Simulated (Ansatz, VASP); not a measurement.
# Two plane-wave programs on As

```xyz
1
Lattice="2.7537 0.0000 0.0000 0.0000 2.7537 0.0000 0.0000 0.0000 2.7537" Properties=species:S:1:pos:R:3 pbc="T T T"
As    0.0000    0.0000    0.0000
```

Alike in both runs: functional RPBE; k mesh 12 × 12 × 12; occupations fermi-dirac, width 0.1 eV; no spin polarisation.

Ansatz relaxed the structure, and its values are those at the end. VASP's run is a single point on that final structure, the one shown.

|  | VASP | Ansatz |
| --- | --- | --- |
| version | VASP 6.6.1 | Ansatz 0.2.0 |
| potentials or method | VASP PAW PBE potentials, release 64 (As), cutoff 500 eV | plane waves (420 eV) with PAW, scalar-relativistic |
| valence electrons in the cell | 5 | 15 |

Ansatz gave:

- pressure (GPa): 0.0

Problem. What did VASP give for the same quantities?

Solution. Pressure (GPa): 0.1.

VASP's potentials were made for PBE, not for RPBE. With one functional, cell and mesh, what is left measures potentials, basis and numerics. VASP's potentials hold 5 valence electrons a cell and Ansatz's 15, so a difference there can come from the potentials and not from the codes.
